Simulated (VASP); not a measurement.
# AlCl5: single point with PBE

The system is AlCl5.

```xyz
6
Lattice="3.3958 1.9606 3.2641 -3.3958 1.9606 3.2641 0.0000 -3.9212 3.2641" Properties=species:S:1:pos:R:3 pbc="T T T"
Al    0.0000    0.0000    4.8962
Cl    0.0000    1.9606    3.2641
Cl   -1.6979   -0.9803    3.2641
Cl    1.6979   -0.9803    3.2641
Cl    0.0000    0.0000    0.9849
Cl    0.0000    0.0000    8.8075
```

```yaml
Program: VASP 6.6.1
Task: single point
Functional: PBE
Potentials_or_basis: VASP PAW PBE potentials, release 64 (Al, Cl)
Cutoff: 520 eV
k_mesh: 6 × 6 × 6
Occupations: gaussian, width 0.1 eV
Spin: no spin polarisation
Dipole_correction: no
Further_INCAR_settings: ALGO = Normal; EDIFF = 1e-06; NBANDS = 28
```

```json
{"Pressure": "-0.3 GPa", "Largest force": "0.226 eV/Å", "Band gap on the k mesh": "zero (bands 19 and 20 overlap by 1.06 eV)"}
```

Forces on the atoms (eV/Å):
```
Al   0.000  0.000  0.000
Cl   0.000  0.000  0.000
Cl   0.000  0.000  0.000
Cl   0.000  0.000  0.000
Cl   0.000  0.000 -0.226
Cl   0.000  0.000  0.226
```

Stress tensor (GPa, compression positive):
```
-0.09  0.00  0.00
 0.00 -0.09  0.00
 0.00  0.00 -0.62
```

Levels at points of the mesh, in eV from the Fermi level:
```csv
k point,band 16,band 17,band 18,band 19,band 20,band 21,band 22,band 23
"(0.00, 0.00, 0.00)",-1.46,-1.16,-1.16,-1.02,-1.02,3.34,5.67,6.88
"(0.50, 0.00, 0.00)",-1.83,-1.58,-0.63,0.03,1.10,2.76,4.78,6.86
"(0.50, 0.50, 0.00)",-1.60,-1.34,-0.37,0.01,2.70,2.87,4.04,4.24
"(0.50, 0.50, 0.50)",-1.20,-1.11,-0.73,-0.73,3.26,3.45,3.45,3.71
```

Wall time 2.4 min on 1 thread of AMD EPYC 7571, on a shared host, peak memory 0.24 GiB.
